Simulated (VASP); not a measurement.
# In (Im-3m) in VASP: a series of runs

The runs below take In through single point, with revPBE.

Program: VASP 6.6.1. These are calculated values, not measurements. Logs are shortened: lines on timing, memory, paths and dates and some standing lists are left out, and cuts for length are marked.

### Step 1. The cell of the first run

Symmetry: Im-3m, No. 229, cubic system. The conventional cell has a = 3.862 Å, b = 3.862 Å, c = 3.862 Å, α = 90.00°, β = 90.00°, γ = 90.00°. In (site symmetry m-3m) has 14 In at 3.34 to 3.86 Å within 4.4 Å.

### Step 2. Single point, revPBE

The input, INCAR:

```
SYSTEM = In
PREC = Accurate
ENCUT = 520
EDIFF = 1E-6
ISMEAR = -1
SIGMA = 0.1
LREAL = .False.
LASPH = .True.
NELM = 80
ALGO = Normal
ISIF = 2
LWAVE = .False.
LCHARG = .False.
GGA = RE
NBANDS = 12
```

The input, KPOINTS:

```
Automatic mesh
0
Gamma
  12 12 12
  0 0 0
```

The input, POSCAR:

```
In
1.0
   -1.9307803080      1.9307803080      1.9307803080
    1.9307803080     -1.9307803080      1.9307803080
    1.9307803080      1.9307803080     -1.9307803080
In
1
Direct
    0.0000000000      0.0000000000      0.0000000000
```

Potentials or basis: VASP PAW PBE potentials, release 64 (In_d).

Launch:

```bash
> cat potpaw_PBE.64/In_d/POTCAR > POTCAR
> mpirun -np 1 vasp_std > vasp.out
```

OUTCAR:

```text
SYSTEM = In
   PREC = Accurate
   ENCUT = 520
   EDIFF = 1E-6
   ISMEAR = -1
   LREAL = .False.
   LASPH = .True.
   NELM = 80
   ISIF = 2
   GGA = RE

 ion  position               nearest neighbor table
   1  0.000  0.000  0.000-

  LATTYP: Found a body centered cubic cell.
 ALAT       =     3.8615606160

  Lattice vectors:

 A1 = (  -1.9307803080,   1.9307803080,   1.9307803080)
 A2 = (   1.9307803080,  -1.9307803080,   1.9307803080)
 A3 = (   1.9307803080,   1.9307803080,  -1.9307803080)

Analysis of symmetry for initial positions (statically):
=====================================================================
 Subroutine PRICEL returns:
 Original cell was already a primitive cell.

 Routine SETGRP: Setting up the symmetry group for a
 body centered cubic supercell.

 Subroutine GETGRP returns: Found 48 space group operations
 (whereof 48 operations were pure point group operations)
 out of a pool of 48 trial point group operations.

The static configuration has the point symmetry O_h .

Analysis of symmetry for dynamics (positions and initial velocities):
=====================================================================
 Subroutine PRICEL returns:
 Original cell was already a primitive cell.

 Routine SETGRP: Setting up the symmetry group for a
 body centered cubic supercell.

 Subroutine GETGRP returns: Found 48 space group operations
 (whereof 48 operations were pure point group operations)
 out of a pool of 48 trial point group operations.

The dynamic configuration has the point symmetry O_h .

 Subroutine INISYM returns: Found 48 space group operations
 (whereof 48 operations are pure point group operations),
 and found     1 'primitive' translations

----------------------------------------------------------------------------------------

                                     Primitive cell

  volume of cell :      28.7911

  direct lattice vectors                    reciprocal lattice vectors
    -1.930780308  1.930780308  1.930780308     0.000000000  0.258962658  0.258962658
     1.930780308 -1.930780308  1.930780308     0.258962658  0.000000000  0.258962658
     1.930780308  1.930780308 -1.930780308     0.258962658  0.258962658  0.000000000

  length of vectors
     3.344209592  3.344209592  3.344209592     0.366228503  0.366228503  0.366228503

  position of ions in fractional coordinates (direct lattice)
     0.000000000  0.000000000  0.000000000

  ion indices of the primitive-cell ions
   primitive index   ion index
                 1           1

----------------------------------------------------------------------------------------

 KPOINTS: Automatic mesh

Automatic generation of k-mesh.
 Grid dimensions read from file:
 generate k-points for:   12   12   12

 Generating k-lattice:

  Cartesian coordinates                     Fractional coordinates (reciprocal lattice)
     0.000000000  0.021580221  0.021580221     0.083333333  0.000000000  0.000000000
     0.021580221  0.000000000  0.021580221     0.000000000  0.083333333  0.000000000
     0.021580221  0.021580221  0.000000000     0.000000000  0.000000000  0.083333333

  Length of vectors
     0.030519042  0.030519042  0.030519042

  Shift w.r.t. Gamma in fractional coordinates (k-lattice)
     0.000000000  0.000000000  0.000000000

 Subroutine IBZKPT returns following result:
 ===========================================

 Found     72 irreducible k-points:

 Following reciprocal coordinates:
            Coordinates               Weight
  0.000000  0.000000  0.000000      1.000000
  0.083333  0.000000  0.000000     12.000000
  0.166667  0.000000  0.000000     12.000000
  0.250000  0.000000  0.000000     12.000000
  0.333333  0.000000  0.000000     12.000000
  0.416667  0.000000  0.000000     12.000000
[... 16 lines left out ...]
  0.333333  0.083333  0.083333     24.000000
  0.416667  0.083333  0.083333     12.000000
 [... further k-points ...]
   k-points           NKPTS =     72   k-points in BZ     NKDIM =     72   number of bands    NBANDS=     12
   number of dos      NEDOS =    301   number of ions     NIONS =      1
   total plane-waves  NPLWV =  21952
   dimension x,y,z NGX =    28 NGY =   28 NGZ =   28
   dimension x,y,z NGXF=    56 NGYF=   56 NGZF=   56
   ions per type =               1
   NGX,Y,Z   is equivalent  to a cutoff of  13.92, 13.92, 13.92 a.u.
   NGXF,Y,Z  is equivalent  to a cutoff of  27.84, 27.84, 27.84 a.u.
 SYSTEM =  In
   PREC   = accura    normal or accurate (medium, high low for compatibility)
   ISTART =      0    job   : 0-new  1-cont  2-samecut
   ICHARG =      2    charge: 1-file 2-atom 10-const
   ISPIN  =      1    spin polarized calculation?
   LNONCOLLINEAR =      F non collinear calculations
   LSORBIT =      F    spin-orbit coupling
   LASPH  =      T    aspherical Exc in radial PAW
   ENCUT  =  520.0 eV  38.22 Ry    6.18 a.u.   6.22  6.22  6.22*2*pi/ulx,y,z
   NELM   =     80;   NELMIN=  2; NELMDL= -5     # of ELM steps
   EDIFF  = 0.1E-05   stopping-criterion for ELM
   LREAL  =      F    real-space projection
   EDIFFG = 0.1E-04   stopping-criterion for IOM
   NSW    =      0    number of steps for IOM
   IBRION =     -1    ionic relax: 0-MD 1-quasi-New 2-CG
   NFREE  =      0    steps in history (QN), initial steepest desc. (CG)
   ISIF   =      2    stress and relaxation
   ISYM   =      2    0-nonsym 1-usesym 2-fastsym
   POTIM  = 0.5000    time-step for ionic-motion
   TEBEG  =    0.0;   TEEND  =   0.0 temperature during run
   PSTRESS=    0.0 pullay stress
   NELECT =      13.0000    total number of electrons
   NUPDOWN=      -1.0000    fix difference up-down
   EMIN   =  10.00;   EMAX   =-10.00  energy-range for DOS
   EFERMI =   0.00;   METHOD = LEGACY
   ISMEAR =    -1;   SIGMA  =   0.10  broadening in eV -4-tet -1-fermi 0-gaus
   EFERMI_NEDOS =   21; number of points for ismear=-14 and -15
   IALGO  =     38    algorithm
   IMIX   =      4    mixing-type and parameters
     AMIX     =   0.40;   BMIX     =  1.00
     AMIX_MAG =   1.60;   BMIX_MAG =  1.00
  volume/ion in A,a.u.               =      28.79       194.29
  Fermi-wavevector in a.u.,A,eV,Ry     =   1.255943  2.373387 21.461715  1.577392
  Thomas-Fermi vector in A             =   2.389675
   LORBIT       =      0    0 simple, 1 ext, 2 COOP (PROOUT), +10 PAW based schemes
   GGA     = RE    functional components
   LHFCALC =     F    Hartree Fock is set to
   AEXX    =    0.0000 exact exchange contribution
   IVDW    =     0    specifies the selected vdW correction
   LEPSILON=     F    determine dielectric tensor
   LRPA    =     F    only Hartree local field effects (RPA)
 non-spin polarized calculation
  energy-cutoff  :      520.00
  volume of cell :       28.79
 maximum number of plane-waves:       798
 NGX is ok and might be reduce to    28
   NGX = 13   NGY = 13   NGZ = 13

 number of electron      13.0000006 magnetization

 Free energy of the ion-electron system (eV)
  ---------------------------------------------------
  ext. energy  EPLUGINS =         0.00000000
  ---------------------------------------------------
  free energy    TOTEN  =        -2.25629740 eV

  energy without entropy =       -2.23849829  energy(sigma->0) =       -2.24739784

 E-fermi :   6.6017     XC(G=0):  -9.7361

 val. band max:        6.5878200528   @ k =  -0.4167   0.4167   0.2500
 cond. band min:       6.7465554481   @ k =  -0.3333   0.4167   0.0833
 fundamental gap:      0.1587353953
 Fermi energy:         6.6017467619

 k-point     1 :       0.0000    0.0000    0.0000
  band No.  band energies     occupation
      1      -8.0443      2.00000
      2      -8.0443      2.00000
      3      -8.0443      2.00000
      4      -7.8291      2.00000
      5      -7.8291      2.00000
      6      -2.3129      2.00000
      7      16.7376      0.00000
      8      16.7376      0.00000
      9      16.7376      0.00000
     10      19.2541      0.00000
     11      19.2541      0.00000
     12      19.2541      0.00000

 k-point     2 :       0.0833    0.0000    0.0000
  band No.  band energies     occupation
      1      -8.0500      2.00000
      2      -8.0385      2.00000
      3      -8.0219      2.00000
      4      -7.8352      2.00000
      5      -7.8295      2.00000
      6      -2.1637      2.00000
      7      15.3408      0.00000
      8      16.0874      0.00000
      9      16.4393      0.00000
     10      18.2652      0.00000
     11      18.6091      0.00000
     12      19.0649      0.00000

 k-point     3 :       0.1667    0.0000    0.0000
  band No.  band energies     occupation
      1      -8.0653      2.00000
      2      -8.0267      2.00000
      3      -7.9599      2.00000
      4      -7.8491      2.00000
      5      -7.8302      2.00000
      6      -1.7131      2.00000
      7      12.7001      0.00000
      8      14.8895      0.00000
      9      15.6742      0.00000
     10      17.4291      0.00000
     11      17.7452      0.00000
     12      19.2432      0.00000

 k-point     4 :       0.2500    0.0000    0.0000
  band No.  band energies     occupation
      1      -8.0862      2.00000
      2      -8.0230      2.00000
      3      -7.8737      2.00000
      4      -7.8588      2.00000
      5      -7.8311      2.00000
      6      -0.9554      2.00000
      7      10.0170      0.00000
      8      13.7523      0.00000
      9      14.8302      0.00000
     10      16.8026      0.00000
     11      17.0505      0.00000
     12      19.9195      0.00000

 k-point     5 :       0.3333    0.0000    0.0000
  band No.  band energies     occupation
      1      -8.1071      2.00000
      2      -8.0357      2.00000
      3      -7.8550      2.00000
      4      -7.8319      2.00000
      5      -7.7855      2.00000
      6       0.1098      2.00000
      7       7.5239      0.00020
      8      12.8625      0.00000
      9      14.1481      0.00000
     10      16.3683      0.00000
     11      16.5563      0.00000
     12      20.9299      0.00000
[... 228 lines left out ...]
      1      -8.0747      2.00000
      2      -8.0421      2.00000
      3      -7.8562      2.00000
      4      -7.8458      2.00000
      5      -7.8363      2.00000
      6      -0.6500      2.00000
      7      10.0316      0.00000
      8      11.9886      0.00000
      9      12.7245      0.00000
     10      19.1432      0.00000
     11      19.4128      0.00000
     12      20.3626      0.00000

 k-point    22 :       0.2500    0.0833    0.0833
  band No.  band energies     occupation
      1      -8.0933      2.00000
      2      -8.0334      2.00000
      3      -7.8522      2.00000
      4      -7.8335      2.00000
      5      -7.7927      2.00000
      6       0.4128      2.00000
      7       7.7225      0.00003
      8      11.0180      0.00000
      9      12.0523      0.00000
     10      18.7879      0.00000
     11      19.0626      0.00000
     12      21.2961      0.00000

 k-point    23 :       0.3333    0.0833    0.0833
  band No.  band energies     occupation
      1      -8.1060      2.00000
      2      -8.0345      2.00000
      3      -7.8434      2.00000
      4      -7.8322      2.00000
      5      -7.7528      2.00000
      6       1.7504      2.00000
      7       5.5788      1.99993
      8      10.4645      0.00000
      9      11.6403      0.00000
     10      18.5133      0.00000
     11      18.7591      0.00000
     12      22.4820      0.00000

 k-point    24 :       0.4167    0.0833    0.0833
  band No.  band energies     occupation
      1      -8.1105      2.00000
      2      -8.0367      2.00000
      3      -7.8383      2.00000
      4      -7.8319      2.00000
      5      -7.7383      2.00000
      6       2.9241      2.00000
      7       4.1307      2.00000
      8      10.2813      0.00000
      9      11.5017      0.00000
     10      18.4172      0.00000
     11      18.6525      0.00000
     12      23.2274      0.00000

 [... further k-points ...]

------------------------ aborting loop because EDIFF is reached ----------------------------------------

  FORCE on cell =-STRESS in cart. coord.  units (eV):
  Direction    XX          YY          ZZ          XY          YZ          ZX
  --------------------------------------------------------------------------------------
  -------------------------------------------------------------------------------------
  Total       -0.0116602     -0.0116602     -0.0116602      0.0000000      0.0000000     -0.0000000
  in kB       -0.6488721     -0.6488721     -0.6488721      0.0000000      0.0000000     -0.0000000
  external PRESSURE =      -0.6488721 kB  Pullay stress =       0.0000000 kB

 VOLUME and BASIS-vectors are now :
 -----------------------------------------------------------------------------
  energy-cutoff  :      520.00
  volume of cell :       28.79
      direct lattice vectors                 reciprocal lattice vectors
    -1.930780308  1.930780308  1.930780308     0.000000000  0.258962658  0.258962658
     1.930780308 -1.930780308  1.930780308     0.258962658  0.000000000  0.258962658
     1.930780308  1.930780308 -1.930780308     0.258962658  0.258962658  0.000000000

 POSITION                                       TOTAL-FORCE (eV/Angst)
 -----------------------------------------------------------------------------------
      0.00000      0.00000      0.00000        -0.000000      0.000000     -0.000000
 -----------------------------------------------------------------------------------
    total drift:                               -0.000000     -0.000000     -0.000000

  FREE ENERGIE OF THE ION-ELECTRON SYSTEM (eV)
  ---------------------------------------------------
  free  energy   TOTEN  =        -2.2562973958 eV

  energy  without entropy=       -2.2384982856  energy(sigma->0) =       -2.24739784
```

It took 46 s on 1 thread of Intel Xeon 8259CL, shared host; peak memory 0.16 GiB.

What came out:

```
Free energy : -2.2563 eV
Pressure    : -0.1 GPa
```

Levels at points of the mesh, in eV from the Fermi level:
```
           k point  band 4  band 5  band 6  band 7  band 8  band 9
(0.00, 0.00, 0.00)  -14.43  -14.43   -8.91   10.14   10.14   10.14
(0.50, 0.00, 0.00)  -14.43  -14.30   -3.91   -2.83    5.51    6.97
(0.50, 0.50, 0.50)  -14.33  -14.33    0.41    1.26    1.26    1.26
```

Caveat: the PAW data sets were made with another functional, which shifts forces and pressure a little; spin-orbit coupling is left out, which moves the levels of the heavy elements.

### Step 3. Single point, revPBE (volume scaled by 0.88)

The input, INCAR:

```
SYSTEM = In
  PREC = Accurate
  ENCUT = 520
  EDIFF = 1E-6
  ISMEAR = -1
  SIGMA = 0.1
  LREAL = .FALSE.
  LASPH = .TRUE.
  NELM = 80
  ALGO = Normal
  ISIF = 2
  LWAVE = .FALSE.
  LCHARG = .FALSE.
  GGA = RE
  NBANDS = 12
```

The input, KPOINTS:

```
Automatic mesh
0
G
  13 13 13
  0 0 0
```

The input, POSCAR:

```
In
1.0
   -1.8502358215      1.8502358215      1.8502358215
    1.8502358215     -1.8502358215      1.8502358215
    1.8502358215      1.8502358215     -1.8502358215
In
1
Direct
    0.0000000000      0.0000000000      0.0000000000
```

Potentials or basis: VASP PAW PBE potentials, release 64 (In_d).

Launch:

```bash
> cat potpaw_PBE.64/In_d/POTCAR > POTCAR
> mpirun -np 1 vasp_std > vasp.out
```

Run time: 34 s. Hardware: 1 thread of Intel Xeon 8259CL, shared host; peak memory 0.15 GiB.

Results (log left out):

```
Free energy : -2.2103 eV
Pressure    : 5.2 GPa
```

Levels at points of the mesh, in eV from the Fermi level:
```
           k point  band 2  band 3  band 4  band 5  band 6  band 7  band 8  band 9  band 10  band 11
(0.00, 0.00, 0.00)  -14.78  -14.78  -14.48  -14.48   -9.78   11.51   11.51   11.51    13.04    13.04
```

Caveat: the PAW data sets were made with another functional, which shifts forces and pressure a little; spin-orbit coupling is left out, which moves the levels of the heavy elements.

(Continued in part 2 of 3.)
